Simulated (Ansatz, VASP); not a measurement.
TePb in VASP and in Ansatz

```
Pb Te
1.0
     0.00000    3.04824    3.04824
     3.04824    0.00000    3.04824
     3.04824    3.04824    0.00000
Pb Te
1 1
Direct
  0.00000 0.00000 0.00000
  0.50000 0.50000 0.50000
```

Change from the starting cell: volume scaled by 0.8, LAPW.

Alike in both runs: task single point; functional PBE; k mesh 11 × 11 × 11; occupations fermi-dirac, width 0.1 eV; no spin polarisation.

|  | VASP | Ansatz |
| --- | --- | --- |
| version | VASP 6.6.1 | Ansatz 0.2.0 |
| potentials or method | VASP PAW PBE potentials, release 64 (Pb_d, Te), cutoff 520 eV | all-electron LAPW, scalar-relativistic |

|  | VASP | Ansatz | Ansatz less VASP |
| --- | --- | --- | --- |
| pressure (GPa) | 14.2 | 14.3 | +0.08 |

Ansatz ran all-electron here, and VASP with PAW potentials.

Spin-orbit coupling is off throughout.
